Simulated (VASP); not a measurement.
# B (I4/mmm) in VASP: a series of runs

Runs on B. Level: PBE. Tasks: relaxation of cell and atoms.

All numbers are computed with VASP 6.6.1; they aren't measurements. Logs are shortened: lines on timing, memory, paths and dates and some standing lists are left out, and cuts for length are marked.

## (1) The cell of the first run

The structure is tetragonal, space group I4/mmm (No. 139). The conventional cell has a = 3.756 Å, b = 3.756 Å, c = 5.146 Å, α = 90.00°, β = 90.00°, γ = 90.00°. B (site symmetry m2m) has 2 B at 1.25 Å within 1.7 Å.

## (2) Relaxation of cell and atoms, PBE

Input file INCAR:

```
SYSTEM = B
PREC     = Accurate       ! precision mode
ENCUT    = 600            ! plane-wave cutoff, eV
EDIFF    = 1E-7           ! SCF threshold, eV
ISMEAR   = 0              ! smearing method
SIGMA    = 0.1            ! smearing width, eV
LREAL    = .FALSE.        ! projectors in reciprocal space
LASPH    = .TRUE.         ! aspherical terms in the spheres
NELM     = 100            ! most SCF steps
ALGO     = Normal         ! electronic algorithm
ISIF     = 3              ! what is computed and relaxed
LWAVE    = .FALSE.        ! write WAVECAR
LCHARG   = .FALSE.        ! write CHGCAR
GGA      = PE             ! functional
IBRION   = 2              ! ionic algorithm
NSW      = 90             ! ionic steps
EDIFFG   = -0.04          ! ionic threshold
```

Input file KPOINTS:

```
Automatic mesh
0
G
  6 6 6
  0 0 0
```

Input file POSCAR:

```
B
1.0
   -1.8781349868      1.8781349868      2.5728805604
    1.8781349868     -1.8781349868      2.5728805604
    1.8781349868      1.8781349868     -2.5728805604
B
4
Direct
    0.6666700000      0.6666700000      0.3333400000
    0.3333300000      0.6666700000      0.0000000000
    0.3333300000      0.3333300000      0.6666600000
    0.6666700000      0.3333300000      0.0000000000
```

Potentials or basis: VASP PAW PBE potentials, release 64 (B).

The run is started by

```
> cat potpaw_PBE.64/B/POTCAR > POTCAR
> mpirun -np 1 vasp_std > vasp.out
```

OUTCAR:

```text
SYSTEM = B
   PREC = Accurate
   ENCUT = 600
   EDIFF = 1E-7
   ISMEAR = 0
   LREAL = .FALSE.
   LASPH = .TRUE.
   NELM = 100
   ISIF = 3
   GGA = PE
   IBRION = 2
   NSW = 90
   EDIFFG = -0.04

 ion  position               nearest neighbor table
   1  0.667  0.667  0.333-   2 1.25   4 1.25   3 1.77
   2  0.333  0.667  0.000-   1 1.25   3 1.25   4 1.77
   3  0.333  0.333  0.667-   2 1.25   4 1.25   1 1.77
   4  0.667  0.333  0.000-   1 1.25   3 1.25   2 1.77

  LATTYP: Found a body centered tetragonal cell.
 ALAT       =     3.7562699736
 C/A-ratio  =     1.3699124815

  Lattice vectors:

 A1 = (  -1.8781349868,   1.8781349868,   2.5728805604)
 A2 = (   1.8781349868,  -1.8781349868,   2.5728805604)
 A3 = (   1.8781349868,   1.8781349868,  -2.5728805604)

Analysis of symmetry for initial positions (statically):
=====================================================================
 Subroutine PRICEL returns:
 Original cell was already a primitive cell.

 Routine SETGRP: Setting up the symmetry group for a
 body centered tetragonal supercell.

 Subroutine GETGRP returns: Found 16 space group operations
 (whereof 16 operations were pure point group operations)
 out of a pool of 16 trial point group operations.

The static configuration has the point symmetry D_4h.

Analysis of symmetry for dynamics (positions and initial velocities):
=====================================================================
 Subroutine PRICEL returns:
 Original cell was already a primitive cell.

 Routine SETGRP: Setting up the symmetry group for a
 body centered tetragonal supercell.

 Subroutine GETGRP returns: Found 16 space group operations
 (whereof 16 operations were pure point group operations)
 out of a pool of 16 trial point group operations.

The dynamic configuration has the point symmetry D_4h.

 Subroutine INISYM returns: Found 16 space group operations
 (whereof 16 operations are pure point group operations),
 and found     1 'primitive' translations

----------------------------------------------------------------------------------------

                                     Primitive cell

  volume of cell :      36.3022

[... 87 lines left out ...]
   LNONCOLLINEAR =      F non collinear calculations
   LSORBIT =      F    spin-orbit coupling
   LASPH  =      T    aspherical Exc in radial PAW
   ENCUT  =  600.0 eV  44.10 Ry    6.64 a.u.   7.39  7.39  7.39*2*pi/ulx,y,z
   NELM   =    100;   NELMIN=  2; NELMDL= -5     # of ELM steps
   EDIFF  = 0.1E-06   stopping-criterion for ELM
   LREAL  =      F    real-space projection
   EDIFFG = -.4E-01   stopping-criterion for IOM
   NSW    =     90    number of steps for IOM
   IBRION =      2    ionic relax: 0-MD 1-quasi-New 2-CG
   NFREE  =      1    steps in history (QN), initial steepest desc. (CG)
   ISIF   =      3    stress and relaxation
   ISYM   =      2    0-nonsym 1-usesym 2-fastsym
   POTIM  = 0.5000    time-step for ionic-motion
   TEBEG  =    0.0;   TEEND  =   0.0 temperature during run
   PSTRESS=    0.0 pullay stress
   NELECT =      12.0000    total number of electrons
   NUPDOWN=      -1.0000    fix difference up-down
   EMIN   =  10.00;   EMAX   =-10.00  energy-range for DOS
   EFERMI =   0.00;   METHOD = LEGACY
   ISMEAR =     0;   SIGMA  =   0.10  broadening in eV -4-tet -1-fermi 0-gaus
   EFERMI_NEDOS =   21; number of points for ismear=-14 and -15
   IALGO  =     38    algorithm
   IMIX   =      4    mixing-type and parameters
     AMIX     =   0.40;   BMIX     =  1.00
     AMIX_MAG =   1.60;   BMIX_MAG =  1.00
  volume/ion in A,a.u.               =       9.08        61.24
  Fermi-wavevector in a.u.,A,eV,Ry     =   1.131942  2.139060 17.433045  1.281293
  Thomas-Fermi vector in A             =   2.268642
   LORBIT       =      0    0 simple, 1 ext, 2 COOP (PROOUT), +10 PAW based schemes
   GGA     = PE    functional components
   LHFCALC =     F    Hartree Fock is set to
   AEXX    =    0.0000 exact exchange contribution
   IVDW    =     0    specifies the selected vdW correction
   LEPSILON=     F    determine dielectric tensor
   LRPA    =     F    only Hartree local field effects (RPA)
 conjugate gradient relaxation of ions
 non-spin polarized calculation
 Gauss-broadening in eV      SIGMA  =   0.10
  energy-cutoff  :      600.00
  volume of cell :       36.30
 maximum number of plane-waves:      1235
 NGX is ok and might be reduce to    30
   NGX = 15   NGY = 15   NGZ = 15

--------------------------------------- Ionic step        1  -------------------------------------------

 number of electron      12.0000000 magnetization

 Free energy of the ion-electron system (eV)
  ---------------------------------------------------
  ext. energy  EPLUGINS =         0.00000000
  ---------------------------------------------------
  free energy    TOTEN  =        -9.03456537 eV

  energy without entropy =       -9.03281083  energy(sigma->0) =       -9.03368810

------------------------ aborting loop because EDIFF is reached ----------------------------------------

  FORCE on cell =-STRESS in cart. coord.  units (eV):
  Direction    XX          YY          ZZ          XY          YZ          ZX
  --------------------------------------------------------------------------------------
  -------------------------------------------------------------------------------------
  Total       43.2287525     43.2287525     -0.8568962      0.0000000      0.0000000      0.0000000
  in kB     1907.8756375   1907.8756375    -37.8186116      0.0000000      0.0000000      0.0000000
  external PRESSURE =    1259.3108878 kB  Pullay stress =       0.0000000 kB
[... 1049 lines left out ...]
 k-point    24 :      -0.1667   -0.3333    0.1667
  band No.  band energies     occupation
      1      -1.7344      2.00000
      2       1.4307      2.00000
      3       1.6490      2.00000
      4       4.3723      2.00000
      5       4.7279      2.00000
      6       9.0200      2.00000
      7      10.6850      0.00000
      8      10.9981      0.00000
      9      17.9826      0.00000
     10      22.3828      0.00000

 [... further k-points ...]

[... ionic steps 4 to 63 ...]

--------------------------------------- Ionic step       64  -------------------------------------------

 number of electron      12.0000000 magnetization

------------------------ aborting loop because EDIFF is reached ----------------------------------------
[... 71 lines left out ...]
--------------------------------------- Ionic step       66  -------------------------------------------

 number of electron      12.0000000 magnetization

 Free energy of the ion-electron system (eV)
  ---------------------------------------------------
  ext. energy  EPLUGINS =         0.00000000
  ---------------------------------------------------
  free energy    TOTEN  =       -24.49272106 eV

  energy without entropy =      -24.48621303  energy(sigma->0) =      -24.48946705

 E-fermi :   6.3786     XC(G=0): -11.3208

 val. band max:        6.3218881777   @ k =   0.3333   0.3333   0.0000
 cond. band min:       6.3879443068   @ k =  -0.1667  -0.3333   0.1667
 fundamental gap:      0.0660561291
 Fermi energy:         6.3786001308
[... 343 lines left out ...]
  FREE ENERGIE OF THE ION-ELECTRON SYSTEM (eV)
  ---------------------------------------------------
  free  energy   TOTEN  =       -24.4927210632 eV

  energy  without entropy=      -24.4862130286  energy(sigma->0) =      -24.48946705

 reached required accuracy - stopping structural energy minimisation
```

OSZICAR:

```text
N       E                     dE             d eps       ncg     rms          rms(c)
DAV:   1     0.432476419245E+02    0.43248E+02   -0.66219E+03   600   0.121E+03
DAV:   2    -0.165876136614E+02   -0.59835E+02   -0.56272E+02   866   0.204E+02
DAV:   3    -0.191891330930E+02   -0.26015E+01   -0.25815E+01   684   0.421E+01
DAV:   4    -0.192115709093E+02   -0.22438E-01   -0.22415E-01   832   0.427E+00
[... 577 lines left out ...]
       N       E                     dE             d eps       ncg     rms          rms(c)
DAV:   1    -0.244927584354E+02   -0.29708E-03   -0.26260E-03   690   0.425E-01    0.319E-02
DAV:   2    -0.244927342160E+02    0.24219E-04   -0.55422E-05   692   0.658E-02    0.179E-02
DAV:   3    -0.244927210533E+02    0.13163E-04   -0.26244E-05   668   0.337E-02    0.150E-03
DAV:   4    -0.244927210632E+02   -0.98738E-08   -0.66117E-07   672   0.759E-03
  66 F= -.24492721E+02 E0= -.24489467E+02  d E =-.259757E-03
```

Wall time 6.7 min (1 thread of Intel Xeon Platinum 8375C at 2.90GHz (Ice Lake), shared host); peak memory 0.16 GiB.

What came out:

| Property | Result |
| --- | --- |
| Free energy | -24.4927 eV |
| Relaxed volume | 7.51 Å³/atom |
| Relaxed cell | a = 4.122 Å, b = 4.122 Å, c = 4.122 Å, α = 92.93°, β = 92.93°, γ = 153.87° |
| Space group after relaxing (to 0.05 Å) | I4/mmm (No. 139) |
| Energy gained by relaxing | 3864.5 meV/atom |
| Ionic steps | 66 |
| Pressure after relaxing | 0.1 GPa |
| Largest force after relaxing | 0.013 eV/Å |
| Band gap on the k mesh | zero (band 6 reaches 7.08 eV, above the bottom of band 7 at 5.64 eV) |

Forces in eV/Å, atoms in the order of the input:
```
B   -0.009 -0.009  0.000
B   -0.009  0.009  0.000
B    0.009  0.009  0.000
B    0.009 -0.009  0.000
```

The path:
| step | energy change (eV) | largest force (eV/Å) | pressure (GPa) | volume (Å³) |
| --- | --- | --- | --- | --- |
| 1 | 0.0000 | 21.6895 | 125.93 | 36.30 |
| 3 | -8.3971 | 0.3999 | -4.51 | 82.66 |
| 5 | -8.3572 | 1.1259 | -7.70 | 80.48 |
| 7 | -8.5203 | 0.4243 | -2.13 | 76.32 |
| 9 | -8.6333 | 0.5846 | -2.68 | 72.87 |
| 11 | -11.4335 | 2.8262 | -7.58 | 46.04 |
| 13 | -11.8959 | 3.7737 | -3.41 | 42.29 |
| 15 | -13.2558 | 3.1036 | 21.14 | 32.07 |
| 17 | -13.2687 | 2.7688 | 27.48 | 30.92 |
| 19 | -13.3007 | 2.0226 | 32.54 | 30.08 |
| 21 | -13.4003 | 1.7941 | 28.88 | 30.46 |
| 23 | -13.7186 | 0.8892 | 14.53 | 32.23 |
| 25 | -13.8582 | 0.0255 | -0.52 | 34.78 |
| 27 | -13.8599 | 0.0603 | -0.37 | 34.75 |
| 29 | -13.8670 | 0.1535 | 0.19 | 34.59 |
| 31 | -13.8679 | 0.1997 | 0.58 | 34.47 |
| 33 | -13.8690 | 0.1407 | 0.34 | 34.52 |
| 35 | -13.8728 | 0.0756 | -0.05 | 34.50 |
| 37 | -13.8749 | 0.2226 | -0.20 | 34.49 |
| 39 | -13.8770 | 0.2963 | -0.35 | 34.48 |
| 41 | -13.8978 | 0.5341 | -1.10 | 34.41 |
| 43 | -14.2972 | 1.3961 | -4.45 | 33.86 |
| 45 | -14.8718 | 2.1116 | -6.88 | 32.78 |
| 47 | -14.9364 | 2.3807 | -5.69 | 32.50 |
| 49 | -14.9372 | 2.4087 | -5.64 | 32.49 |
| 51 | -14.9400 | 2.4005 | -5.67 | 32.48 |
| 53 | -14.9527 | 2.3632 | -5.82 | 32.47 |
| 55 | -15.0019 | 2.2129 | -6.38 | 32.43 |
| 57 | -15.1682 | 1.6005 | -8.20 | 32.25 |
| 59 | -15.3883 | 0.6215 | -9.59 | 31.52 |
| 61 | -15.4182 | 0.2046 | -8.32 | 31.36 |
| 63 | -15.4540 | 0.2242 | 0.30 | 30.03 |
| 65 | -15.4579 | 0.0257 | 0.35 | 30.03 |
| 66 | -15.4582 | 0.0134 | 0.12 | 30.05 |

Final structure:
```xyz
4
Lattice="-2.8393 2.8393 0.9319 2.8393 -2.8393 0.9319 2.8393 2.8393 -0.9319" Properties=species:S:1:pos:R:3 pbc="T T T"
B     1.9456    1.9456    0.9319
B     1.9456   -1.9456    0.9319
B     0.8937    0.8937    0.0000
B    -1.9456    1.9456    0.9319
```

Caveat: the k points lie up to 0.59 Å⁻¹ apart in the final cell; the volume moved by over 15 % at a fixed basis, so the end points are rough.

(Part 1 of 2 ends here.)
